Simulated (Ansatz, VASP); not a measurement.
# ZrB2: VASP beside Ansatz

INCAR

```
PREC     = Accurate       # precision mode
ENCUT    = 520            # plane-wave cutoff, eV
EDIFF    = 1E-6           # SCF threshold, eV
ISMEAR   = 0              # smearing method
SIGMA    = 0.15           # smearing width, eV
LREAL    = F              # projectors in reciprocal space
LASPH    = T              # aspherical terms in the spheres
NELM     = 80             # most SCF steps
ALGO     = Normal         # electronic algorithm
ISIF     = 2              # what is computed and relaxed
LWAVE    = F              # write WAVECAR
LCHARG   = T              # write CHGCAR
LELF     = T              # ELF
LVHAR    = T            
NBANDS   = 16             # bands
```

Contents of KPOINTS:

```
regular mesh
0
Gamma
  15 15 12
```

The input POSCAR:

```
ZrB2
1.0
    3.1639000000      0.0000000000      0.0000000000
   -1.5819500000      2.7400177750      0.0000000000
    0.0000000000      0.0000000000      3.4889014692
Zr B
1 2
Direct
    0.0000000000      0.0000000000      0.0000000000
    0.3333333333      0.6666666667      0.5000000000
    0.6666666667      0.3333333333      0.5000000000
```

Input for Ansatz:

```yaml
crystal:
  lattice:
    - [3.1639, 0.0, 0.0]
    - [-1.58195, 2.740017775, 0.0]
    - [0.0, 0.0, 3.4889014692]
  atoms:
    - { symbol: Zr, position: [0.0, 0.0, 0.0] }
    - { symbol: B, position: [0.3333333333, 0.6666666667, 0.5] }
    - { symbol: B, position: [0.6666666667, 0.3333333333, 0.5] }
basis:
  ecutwfc: 520.0
kpoints:
  mp_grid: { grid: [15, 15, 12] }
hamiltonian:
  xc: lda
  pseudopotentials: { kind: paw }
scf:
  occupations: { method: gaussian, width: 0.15 }
output:
  forces: true
  stress: true
  eigenvalues: true
```

Alike in both runs: task single point; functional LDA; k mesh 15 × 15 × 12; occupations gaussian, width 0.15 eV; no spin polarisation.

|  | VASP | Ansatz |
| --- | --- | --- |
| version | VASP 6.6.1 | Ansatz 0.2.0 |
| potentials or method | VASP PAW LDA potentials, release 64 (Zr_sv, B), cutoff 520 eV | scalar-relativistic, plane waves, PAW |
| valence electrons in the cell | 18 | 18 |

```tsv
	VASP	Ansatz	Ansatz less VASP
gap on the k mesh at the Fermi level (eV)	none	none	-
pressure (GPa)	-4.6	-5.1	-0.51
traceless stress, the component that is largest in VASP (GPa)	2.54	2.51	-0.030
```

LDA's correlation is that of Perdew and Zunger in VASP and of Perdew and Wang (1992) in Ansatz. A gap of «none» marks a metal or a gap that the smearing closes.
